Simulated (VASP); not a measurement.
# CsSnBr3 (Pm-3m) in VASP: notebook, part 2 of 2

VASP 6.6.1.

**3. Single point, HSE06**

The input, POSCAR:

```
CsSnBr3
1.0
    5.8410917194      0.0000000000      0.0000000000
    0.0000000000      5.8410917194      0.0000000000
    0.0000000000      0.0000000000      5.8410917194
Cs Sn Br
1 1 3
Direct
    0.0000000000      0.0000000000      0.0000000000
    0.5000000000      0.5000000000      0.5000000000
    0.5000000000      0.0000000000      0.5000000000
    0.5000000000      0.5000000000      0.0000000000
    0.0000000000      0.5000000000      0.5000000000
```

The input, INCAR.step1:

```
SYSTEM = CsSnBr3
PREC = Accurate ; ENCUT = 400
EDIFF = 1E-5 ; ISMEAR = 0
SIGMA = 0.01 ; LREAL = .FALSE.
LASPH = .TRUE. ; NELM = 120
ALGO = Normal ; ISIF = 2
LWAVE = .TRUE. ; NBANDS = 30
GGA = PE ; GGA_COMPAT = .FALSE.
```

The input, INCAR.step2:

```
SYSTEM = CsSnBr3
PREC = Accurate ; ENCUT = 400
EDIFF = 1E-6 ; ISMEAR = 0
SIGMA = 0.01 ; LREAL = .FALSE.
LASPH = .TRUE. ; NELM = 120
ALGO = Normal ; ISIF = 2
LWAVE = .FALSE. ; LCHARG = .TRUE.
GGA = PE ; LHFCALC = .TRUE.
HFSCREEN = 0.2079 ; PRECFOCK = Normal
LELF = .TRUE. ; LVHAR = .TRUE.
NBANDS = 30 ; ISTART = 1
GGA_COMPAT = .FALSE.
```

The input, KPOINTS:

```
regular mesh
0
G
  3 3 3
  0 0 0
```

Potentials or basis: VASP PAW PBE potentials, release 64 (Cs_sv, Sn_d, Br).

On the command line:

```
$ cat potpaw_PBE.64/Cs_sv/POTCAR potpaw_PBE.64/Sn_d/POTCAR potpaw_PBE.64/Br/POTCAR > POTCAR
$ cp INCAR.step1 INCAR
$ mpirun -np 1 vasp_std > vasp.out
$ cp INCAR.step2 INCAR
$ mpirun -np 1 vasp_std > vasp.out
```

OUTCAR:

```text
SYSTEM = CsSnBr3
   PREC = Accurate
   ENCUT = 400
   EDIFF = 1E-6
   ISMEAR = 0
   LREAL = .FALSE.
   LASPH = .TRUE.
   NELM = 120
   ISIF = 2
   GGA = PE
   LHFCALC = .TRUE.
   HFSCREEN = 0.2079
   PRECFOCK = Normal
   ISTART = 1

 ion  position               nearest neighbor table
   1  0.000  0.000  0.000-
   2  0.500  0.500  0.500-   3 2.92   4 2.92   5 2.92   4 2.92   3 2.92   5 2.92
   3  0.500  0.000  0.500-   2 2.92   2 2.92
   4  0.500  0.500  0.000-   2 2.92   2 2.92
   5  0.000  0.500  0.500-   2 2.92   2 2.92

  LATTYP: Found a simple cubic cell.
 ALAT       =     5.8410917194

  Lattice vectors:

 A1 = (   5.8410917194,   0.0000000000,   0.0000000000)
 A2 = (   0.0000000000,   5.8410917194,   0.0000000000)
 A3 = (   0.0000000000,   0.0000000000,   5.8410917194)

Analysis of symmetry for initial positions (statically):
=====================================================================
 Subroutine PRICEL returns:
 Original cell was already a primitive cell.

 Routine SETGRP: Setting up the symmetry group for a
 simple cubic supercell.

[... 160 lines left out ...]
 E-fermi :   0.2579     XC(G=0):  -6.4234

 val. band max:        0.1975887430   @ k =   0.3333   0.3333   0.3333
 cond. band min:       4.0281238542   @ k =   0.3333   0.3333   0.3333
 fundamental gap:      3.8305351112
 Fermi energy:         0.2578629007

 k-point     1 :       0.0000    0.0000    0.0000
  band No.  band energies     occupation
      1     -22.5244      2.00000
      2     -22.5244      2.00000
      3     -22.4884      2.00000
      4     -22.4884      2.00000
      5     -22.4884      2.00000
      6     -22.2483      2.00000
[... 121 lines left out ...]
     29       7.4697      0.00000
     30       7.9535      0.00000

------------------------ aborting loop because EDIFF is reached ----------------------------------------

  FORCE on cell =-STRESS in cart. coord.  units (eV):
  Direction    XX          YY          ZZ          XY          YZ          ZX
  --------------------------------------------------------------------------------------
  -------------------------------------------------------------------------------------
  Total       -0.3211234     -0.3211234     -0.3211234     -0.0000000      0.0000000     -0.0000000
  in kB       -2.5816682     -2.5816682     -2.5816682     -0.0000000      0.0000000     -0.0000000
  external PRESSURE =      -2.5816682 kB  Pullay stress =       0.0000000 kB

 VOLUME and BASIS-vectors are now :
 -----------------------------------------------------------------------------
  energy-cutoff  :      400.00
  volume of cell :      199.29
      direct lattice vectors                 reciprocal lattice vectors
     5.841091719  0.000000000  0.000000000     0.171200873  0.000000000  0.000000000
     0.000000000  5.841091719  0.000000000     0.000000000  0.171200873  0.000000000
     0.000000000  0.000000000  5.841091719     0.000000000  0.000000000  0.171200873

 POSITION                                       TOTAL-FORCE (eV/Angst)
 -----------------------------------------------------------------------------------
      0.00000      0.00000      0.00000         0.000000      0.000000      0.000000
      2.92055      2.92055      2.92055         0.000000      0.000000      0.000000
      2.92055      0.00000      2.92055         0.000000      0.000000      0.000000
      2.92055      2.92055      0.00000         0.000000      0.000000      0.000000
      0.00000      2.92055      2.92055         0.000000      0.000000      0.000000
 -----------------------------------------------------------------------------------
    total drift:                                0.000081     -0.000105     -0.000095

  FREE ENERGIE OF THE ION-ELECTRON SYSTEM (eV)
  ---------------------------------------------------
  free  energy   TOTEN  =       -18.9585858325 eV

  energy  without entropy=      -18.9585858325  energy(sigma->0) =      -18.95858583
```

OSZICAR.step1:

```text
N       E                     dE             d eps       ncg     rms          rms(c)
DAV:   1     0.355511644240E+03    0.35551E+03   -0.16853E+04   240   0.119E+03
DAV:   2     0.320702530124E+02   -0.32344E+03   -0.30846E+03   278   0.277E+02
DAV:   3    -0.145227666864E+02   -0.46593E+02   -0.45735E+02   282   0.118E+02
DAV:   4    -0.164020820113E+02   -0.18793E+01   -0.18718E+01   296   0.285E+01
DAV:   5    -0.164401496842E+02   -0.38068E-01   -0.38060E-01   294   0.391E+00    0.525E+00
DAV:   6    -0.160085810086E+02    0.43157E+00   -0.71718E-01   354   0.443E+00    0.300E+00
DAV:   7    -0.159776712127E+02    0.30910E-01   -0.30735E-01   320   0.235E+00    0.105E+00
DAV:   8    -0.159847980943E+02   -0.71269E-02   -0.35263E-02   276   0.125E+00    0.165E-01
DAV:   9    -0.159852400443E+02   -0.44195E-03   -0.28245E-03   330   0.373E-01    0.888E-02
DAV:  10    -0.159856068187E+02   -0.36677E-03   -0.63609E-04   284   0.123E-01    0.365E-02
DAV:  11    -0.159856478707E+02   -0.41052E-04   -0.15483E-04   292   0.859E-02    0.145E-02
DAV:  12    -0.159856498777E+02   -0.20070E-05   -0.17306E-05   256   0.235E-02
   1 F= -.15985650E+02 E0= -.15985650E+02  d E =-.385180E-23
```

Run time: 10 min. Hardware: 1 thread of Intel Xeon Platinum 8488C (Sapphire Rapids), shared host; peak memory 0.36 GiB.

Results:

```yaml
Free_energy: -18.9586 eV
Pressure: -0.3 GPa
Band_gap_on_the_k_mesh: 3.83 eV
```

Caveat: the PAW data sets were made with another functional, which shifts forces and pressure a little; spin-orbit coupling is left out, which moves the levels of the heavy elements; an odd mesh through Γ misses points on the zone boundary, where band edges can lie.
